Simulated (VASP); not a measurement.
# Si3C (R3m) in VASP: notebook, part 2 of 2

VASP 6.6.1.

## 5. Single point, PBE

Contents of INCAR:

```
SYSTEM = Si3C
ALGO = Normal ; EDIFF = 1E-7
ENCUT = 520 ; GGA = PE
ISIF = 2 ; ISMEAR = -1
ISYM = 0 ; LASPH = .True.
LCHARG = .False. ; LREAL = .False.
LWAVE = .False. ; NBANDS = 16
NELM = 80 ; PREC = Accurate
SIGMA = 0.02
```

Contents of KPOINTS:

```
Automatic mesh
0
Gamma
  6 6 6
  0 0 0.5
```

Contents of POSCAR:

```
Si3C
1.0
    1.6986113246      0.9806937055      5.8709154094
   -1.6986113246      0.9806937055      5.8709154094
    0.0000000000     -1.9613874110      5.8709154094
C Si
1 3
Direct
    0.9989692349     -0.0010307651     -0.0010307651
    0.4966196746      0.4966196746      0.4966196746
    0.3638779033      0.3638779033      0.3638779033
    0.8905331871      0.8905331871      0.8905331871
```

Potentials or basis: VASP PAW PBE potentials, release 64 (C, Si).

Command:

```console
cat potpaw_PBE.64/C/POTCAR potpaw_PBE.64/Si/POTCAR > POTCAR
mpirun -np 1 vasp_std > vasp.out
```

OUTCAR:

```text
SYSTEM = Si3C
   EDIFF = 1E-7
   ENCUT = 520
   GGA = PE
   ISIF = 2
   ISMEAR = -1
   ISYM = 0
   LASPH = .True.
   LREAL = .False.
   NELM = 80
   PREC = Accurate

 ion  position               nearest neighbor table
   1  0.999  0.999  0.999-   4 1.91   3 2.04   3 2.04   3 2.04
   2  0.497  0.497  0.497-   4 2.23   4 2.23   4 2.23   3 2.34
   3  0.364  0.364  0.364-   1 2.04   1 2.04   1 2.04   2 2.34
   4  0.891  0.891  0.891-   1 1.91   2 2.23   2 2.23   2 2.23

IMPORTANT INFORMATION: All symmetrisations will be switched off!
NOSYMM: (Re-)initialisation of all symmetry stuff for point group C_1.

----------------------------------------------------------------------------------------

                                     Primitive cell

  volume of cell :      58.6792

  direct lattice vectors                    reciprocal lattice vectors
     1.698611325  0.980693706  5.870915409     0.294358099  0.169947728  0.056777063
    -1.698611325  0.980693706  5.870915409    -0.294358099  0.169947728  0.056777063
     0.000000000 -1.961387411  5.870915409     0.000000000 -0.339895455  0.056777063

  length of vectors
     6.189885970  6.189885970  6.189885970     0.344604926  0.344604926  0.344604926

  position of ions in fractional coordinates (direct lattice)
     0.998969235  0.998969235  0.998969235
     0.496619675  0.496619675  0.496619675
     0.363877903  0.363877903  0.363877903
     0.890533187  0.890533187  0.890533187

  ion indices of the primitive-cell ions
   primitive index   ion index
                 1           1
                 2           2
                 3           3
                 4           4

----------------------------------------------------------------------------------------

 KPOINTS: Automatic mesh

Automatic generation of k-mesh.
 Grid dimensions read from file:
 generate k-points for:    6    6    6

 Generating k-lattice:

  Cartesian coordinates                     Fractional coordinates (reciprocal lattice)
     0.049059683  0.028324621  0.009462844     0.166666667  0.000000000  0.000000000
    -0.049059683  0.028324621  0.009462844     0.000000000  0.166666667  0.000000000
     0.000000000 -0.056649243  0.009462844     0.000000000  0.000000000  0.166666667

  Length of vectors
     0.057434154  0.057434154  0.057434154

  Shift w.r.t. Gamma in fractional coordinates (k-lattice)
     0.000000000  0.000000000  0.500000000

 Subroutine IBZKPT returns following result:
 ===========================================

 Found    324 irreducible k-points:

 Following reciprocal coordinates:
            Coordinates               Weight
 -0.000000 -0.000000  0.083333      2.000000
  0.000000 -0.083333  0.000000      2.000000
  0.083333 -0.000000 -0.000000      2.000000
  0.166667  0.000000  0.083333      2.000000
 -0.166667 -0.083333 -0.000000      2.000000
  0.083333  0.166667  0.000000      2.000000
[... 16 lines left out ...]
  0.333333 -0.083333  0.000000      2.000000
  0.083333 -0.333333 -0.000000      2.000000
 [... further k-points ...]
   k-points           NKPTS =    324   k-points in BZ     NKDIM =    324   number of bands    NBANDS=     16
   number of dos      NEDOS =    301   number of ions     NIONS =      4
   total plane-waves  NPLWV = 110592
   dimension x,y,z NGX =    48 NGY =   48 NGZ =   48
   dimension x,y,z NGXF=    96 NGYF=   96 NGZF=   96
   ions per type =               1   3
   NGX,Y,Z   is equivalent  to a cutoff of  12.89, 12.89, 12.89 a.u.
   NGXF,Y,Z  is equivalent  to a cutoff of  25.78, 25.78, 25.78 a.u.
 SYSTEM =  Si3C
   PREC   = accura    normal or accurate (medium, high low for compatibility)
   ISTART =      0    job   : 0-new  1-cont  2-samecut
   ICHARG =      2    charge: 1-file 2-atom 10-const
   ISPIN  =      1    spin polarized calculation?
   LNONCOLLINEAR =      F non collinear calculations
   LSORBIT =      F    spin-orbit coupling
   LASPH  =      T    aspherical Exc in radial PAW
   ENCUT  =  520.0 eV  38.22 Ry    6.18 a.u.  11.51 11.51 11.51*2*pi/ulx,y,z
   NELM   =     80;   NELMIN=  2; NELMDL= -5     # of ELM steps
   EDIFF  = 0.1E-06   stopping-criterion for ELM
   LREAL  =      F    real-space projection
   EDIFFG = 0.1E-05   stopping-criterion for IOM
   NSW    =      0    number of steps for IOM
   IBRION =     -1    ionic relax: 0-MD 1-quasi-New 2-CG
   NFREE  =      0    steps in history (QN), initial steepest desc. (CG)
   ISIF   =      2    stress and relaxation
   ISYM   =      0    0-nonsym 1-usesym 2-fastsym
   POTIM  = 0.5000    time-step for ionic-motion
   TEBEG  =    0.0;   TEEND  =   0.0 temperature during run
   PSTRESS=    0.0 pullay stress
   NELECT =      16.0000    total number of electrons
   NUPDOWN=      -1.0000    fix difference up-down
   EMIN   =  10.00;   EMAX   =-10.00  energy-range for DOS
   EFERMI =   0.00;   METHOD = LEGACY
   ISMEAR =    -1;   SIGMA  =   0.02  broadening in eV -4-tet -1-fermi 0-gaus
   EFERMI_NEDOS =   21; number of points for ismear=-14 and -15
   IALGO  =     38    algorithm
   IMIX   =      4    mixing-type and parameters
     AMIX     =   0.40;   BMIX     =  1.00
     AMIX_MAG =   1.60;   BMIX_MAG =  1.00
  volume/ion in A,a.u.               =      14.67        99.00
  Fermi-wavevector in a.u.,A,eV,Ry     =   1.061581  2.006098 15.333157  1.126955
  Thomas-Fermi vector in A             =   2.197003
   LORBIT       =      0    0 simple, 1 ext, 2 COOP (PROOUT), +10 PAW based schemes
   GGA     = PE    functional components
   LHFCALC =     F    Hartree Fock is set to
   AEXX    =    0.0000 exact exchange contribution
   IVDW    =     0    specifies the selected vdW correction
   LEPSILON=     F    determine dielectric tensor
   LRPA    =     F    only Hartree local field effects (RPA)
 non-spin polarized calculation
  energy-cutoff  :      520.00
  volume of cell :       58.68
 maximum number of plane-waves:      1593
 NGX is ok and might be reduce to    48
   NGX = 23   NGY = 23   NGZ = 23

 number of electron      16.0000000 magnetization

 Free energy of the ion-electron system (eV)
  ---------------------------------------------------
  ext. energy  EPLUGINS =         0.00000000
  ---------------------------------------------------
  free energy    TOTEN  =       -24.25672412 eV

  energy without entropy =      -24.25567228  energy(sigma->0) =      -24.25619820

 E-fermi :   8.0000     XC(G=0): -10.3370

 val. band max:        7.9947765622   @ k =   0.1667   0.1667   0.2500
 cond. band min:       8.0218747867   @ k =  -0.3333  -0.3333   0.0833
 fundamental gap:      0.0270982245
 Fermi energy:         7.9999955818

 k-point     1 :      -0.0000   -0.0000    0.0833
  band No.  band energies     occupation
      1      -7.0069      2.00000
      2      -3.4984      2.00000
      3      -0.9456      2.00000
      4       4.3425      2.00000
      5       4.8211      2.00000
      6       6.3026      2.00000
[... 8 lines left out ...]
     15      14.4615      0.00000
     16      16.0016      0.00000

 k-point     2 :       0.0000   -0.0833    0.0000
  band No.  band energies     occupation
      1      -7.0069      2.00000
      2      -3.4984      2.00000
      3      -0.9456      2.00000
      4       4.3425      2.00000
      5       4.8211      2.00000
      6       6.3026      2.00000
[... 8 lines left out ...]
     15      14.4615      0.00000
     16      16.0016      0.00000

 k-point     3 :       0.0833   -0.0000   -0.0000
  band No.  band energies     occupation
      1      -7.0069      2.00000
      2      -3.4984      2.00000
      3      -0.9456      2.00000
      4       4.3425      2.00000
      5       4.8211      2.00000
      6       6.3026      2.00000
[... 8 lines left out ...]
     15      14.4615      0.00000
     16      16.0016      0.00000
[... 362 lines left out ...]
 k-point    23 :       0.3333   -0.0833    0.0000
  band No.  band energies     occupation
      1      -5.3387      2.00000
      2      -1.9467      2.00000
      3      -0.5343      2.00000
      4       1.5070      2.00000
      5       2.4986      2.00000
      6       3.3452      2.00000
[... 8 lines left out ...]
     15      14.5722      0.00000
     16      15.6399      0.00000

 k-point    24 :       0.0833   -0.3333   -0.0000
  band No.  band energies     occupation
      1      -5.3387      2.00000
      2      -1.9467      2.00000
      3      -0.5343      2.00000
      4       1.5070      2.00000
      5       2.4986      2.00000
      6       3.3452      2.00000
[... 8 lines left out ...]
     15      14.5722      0.00000
     16      15.6399      0.00000

 [... further k-points ...]
[... 5 lines left out ...]
  --------------------------------------------------------------------------------------
  -------------------------------------------------------------------------------------
  Total        0.4724183      0.4724186      0.8526177      0.0000000      0.0000001     -0.0000001
  in kB       12.8989051     12.8989130     23.2798645      0.0000013      0.0000027     -0.0000029
  external PRESSURE =      16.3592275 kB  Pullay stress =       0.0000000 kB

 VOLUME and BASIS-vectors are now :
 -----------------------------------------------------------------------------
  energy-cutoff  :      520.00
  volume of cell :       58.68
      direct lattice vectors                 reciprocal lattice vectors
     1.698611325  0.980693706  5.870915409     0.294358099  0.169947728  0.056777063
    -1.698611325  0.980693706  5.870915409    -0.294358099  0.169947728  0.056777063
     0.000000000 -1.961387411  5.870915409     0.000000000 -0.339895455  0.056777063

 POSITION                                       TOTAL-FORCE (eV/Angst)
 -----------------------------------------------------------------------------------
      0.00000      0.00000     17.59459        -0.000000     -0.000000      0.106636
      0.00000      0.00000      8.74684         0.000000     -0.000000     -0.100487
      0.00000      0.00000      6.40889         0.000000     -0.000000     -0.076325
      0.00000      0.00000     15.68474        -0.000000      0.000000      0.070175
 -----------------------------------------------------------------------------------
    total drift:                               -0.000000     -0.000000      0.000040

  FREE ENERGIE OF THE ION-ELECTRON SYSTEM (eV)
  ---------------------------------------------------
  free  energy   TOTEN  =       -24.2567241173 eV

  energy  without entropy=      -24.2556722814  energy(sigma->0) =      -24.25619820
```

It took 5.6 min on 1 thread of Intel Xeon 6975P-C (Granite Rapids), shared host; peak memory 0.49 GiB.

What came out:

```yaml
Free_energy: -24.2567 eV
Pressure: 1.6 GPa
Largest_force: 0.107 eV/Å
Band_gap_on_the_k_mesh: zero (band 8 reaches 8.57 eV, above the bottom of band 9 at 7.63 eV)
```

Forces in eV/Å, atoms in the order of the input:
```
C    0.000  0.000  0.107
Si   0.000  0.000 -0.100
Si   0.000  0.000 -0.076
Si   0.000  0.000  0.070
```

Levels at points of the mesh, in eV from the Fermi level:
| k point | band 4 | band 5 | band 6 | band 7 | band 8 | band 9 | band 10 | band 11 | band 12 | band 13 |
| --- | --- | --- | --- | --- | --- | --- | --- | --- | --- | --- |
| (0.00, 0.00, 0.08) | -3.66 | -3.18 | -1.70 | -0.03 | 0.49 | 0.65 | 2.68 | 3.31 | 3.68 | 3.94 |

Caveat: the k points lie up to 0.36 Å⁻¹ apart.

## 6. Summary

```tsv
level	spin	k mesh	gap on the mesh (eV)	pressure (GPa)	largest force (eV/Å)
PBE+D4	off	6 × 6 × 6	none	-1.0	0.07
PBE	off	6 × 6 × 6	none	1.9	0.12
PBE	collinear, zero start	6 × 6 × 6	none	1.9	0.12
PBE	off	6 × 6 × 6, shifted	none	1.6	0.11
```

Alike in all rows: task single point; potentials or basis VASP PAW PBE potentials, release 64 (C, Si); cell as given; cutoff (eV) 520; smearing fermi-dirac 0.02 eV.

Caveats: all runs use coarse meshes; pairwise dispersion overbinds metals, which lowers pressure and volume (some runs).

Total energies depend on the potentials used, so only differences within one code and one set of settings carry meaning.
